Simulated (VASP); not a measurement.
Input of a VASP 6.6.1 run:

INCAR

```
SYSTEM = As
PREC = Accurate ; ENCUT = 400
EDIFF = 1E-6 ; ISMEAR = -1
SIGMA = 0.02 ; LREAL = .False.
LASPH = .True. ; NELM = 120
ALGO = Normal ; ISIF = 2
LWAVE = .False. ; LCHARG = .False.
LDIPOL = .True. ; IDIPOL = 3
DIPOL = 0.5 0.5 0.347 ; GGA = PE
NBANDS = 22 ; GGA_COMPAT = .False.
NELMDL = -8
```

The input KPOINTS:

```
Automatic mesh
0
Gamma
  12 12 1
  0 0 0
```

Contents of POSCAR:

```
As
1.0
    3.5749013640      0.0000000000      0.0000000000
   -1.7874506820      3.0959553972      0.0000000000
    0.0000000000      0.0000000000     26.4156438000
As
2
Direct
    0.3333333333      0.6666666667      0.3206195636
    0.6666666667      0.3333333333      0.3724478490
```

Potentials or basis: VASP PAW PBE potentials, release 64 (As_d).

Run with:

```bash
$ cat potpaw_PBE.64/As_d/POTCAR > POTCAR
$ mpirun -np 1 vasp_std > vasp.out
```

Predict the largest force.

0.420 eV/Å.

Estimate the band gap on the k mesh.

1.68 eV (least direct gap 2.07 eV).

Forces in eV/Å, atoms in the order of the input:
```
As   0.000  0.000 -0.420
As   0.000  0.000  0.420
```
